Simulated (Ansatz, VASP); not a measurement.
# One calculation of GaN, two programs

The input POSCAR:

```
GaN
1.0
    0.0000000000      2.2535006075      2.4788506683
    2.2535006075      0.0000000000      2.4788506683
    2.2535006075      2.2535006075      0.0000000000
Ga N
1 1
Direct
    0.0000000000      0.0000000000      0.0000000000
    0.7500000000      0.7500000000      0.7500000000
```

File INCAR.step1:

```
  PREC = Accurate
  ENCUT = 520
  ISMEAR = 0
  SIGMA = 0.05
  LREAL = False
  LASPH = True
  NELM = 100
  NBANDS = 16
  GGA = PE
  ALGO = Normal
  EDIFF = 1E-4
  LWAVE = True
  LCHARG = False
```

Contents of INCAR.step2:

```
  PREC = Accurate
  ENCUT = 520
  EDIFF = 1E-6
  ISMEAR = 0
  SIGMA = 0.05
  LREAL = False
  LASPH = True
  NELM = 100
  ALGO = Normal
  ISIF = 2
  LWAVE = False
  LCHARG = False
  METAGGA = R2SCAN
  LMIXTAU = True
  NBANDS = 16
  ISTART = 1
```

Contents of KPOINTS:

```
Automatic mesh
0
Gamma
  10 10 10
```

Input for Ansatz:

```yaml
crystal:
  lattice:
    - [0.0, 2.2535006075, 2.4788506683]
    - [2.2535006075, 0.0, 2.4788506683]
    - [2.2535006075, 2.2535006075, 0.0]
  atoms:
    - { symbol: Ga, position: [0.0, 0.0, 0.0] }
    - { symbol: "N", position: [0.75, 0.75, 0.75] }
basis:
  ecutwfc: 500
kpoints:
  mp_grid: { grid: [10, 10, 10] }
hamiltonian:
  xc: r2scan
scf:
  occupations: { method: gaussian, width: 0.05 }
output:
  forces: true
  stress: true
  eigenvalues: true
```

Change from the starting cell: strain +0.1000 x Voigt [0, 0, 1, 0, 0, 0], atoms carried along.

Alike in both runs: task single point; functional r2SCAN; k mesh 10 × 10 × 10; occupations gaussian, width 0.05 eV; no spin polarisation.

|  | VASP | Ansatz |
| --- | --- | --- |
| version | VASP 6.6.1 | Ansatz 0.2.0 |
| potentials or method | VASP PAW PBE potentials, release 64 (Ga_d, N), cutoff 520 eV | scalar-relativistic, plane waves, PAW |
| valence electrons in the cell | 18 | 18 |

Ansatz gave:

| Quantity | Value |
| --- | --- |
| gap on the k mesh at the Fermi level (eV) | 1.27 |
| least direct gap on the mesh (eV) | 1.27 |
| pressure (GPa) | -16.3 |
| traceless stress, the component that is largest in VASP (GPa) | -10.37 |

Question: What did VASP give for the same quantities?

Answer: gap on the k mesh at the Fermi level (eV): 1.27; least direct gap on the mesh (eV): 1.27; pressure (GPa): -15.7; traceless stress, the component that is largest in VASP (GPa): -10.25.

VASP's potentials were made for PBE, not for r2SCAN.
